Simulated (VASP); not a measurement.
A run of VASP 6.6.1 is set up as follows.

INCAR

```
SYSTEM = Te
ALGO = Normal
EDIFF = 1E-6
ENCUT = 520
GGA = PE
ISIF = 2
ISMEAR = 0
LASPH = .TRUE.
LCHARG = .TRUE.
LELF = .TRUE.
LREAL = .FALSE.
LVHAR = .TRUE.
LWAVE = .FALSE.
NBANDS = 9
NELM = 100
PREC = Accurate
SIGMA = 0.1
```

KPOINTS

```
k-points
0
G
  16 16 18
  0 0 0
```

POSCAR

```
Te
1.0
    3.2457578553      0.0000000000      0.0000000000
    0.0000000000      3.2457578553      0.0000000000
    0.0000000000      0.0000000000      3.2050196184
Te
1
Direct
    0.5000000000      0.5000000000      0.5000000000
```

Potentials or basis: VASP PAW PBE potentials, release 64 (Te).

Run with:

```sh
$ cat potpaw_PBE.64/Te/POTCAR > POTCAR
$ mpirun -np 1 vasp_std > vasp.out
```

(1) Estimate the band gap on the k mesh.

(2) Estimate the pressure.

Answers

(1) zero (bands 3 and 4 overlap by 5.21 eV).

(2) -1.4 GPa.

Caveat: spin-orbit coupling is left out, which moves the levels of the heavy elements.
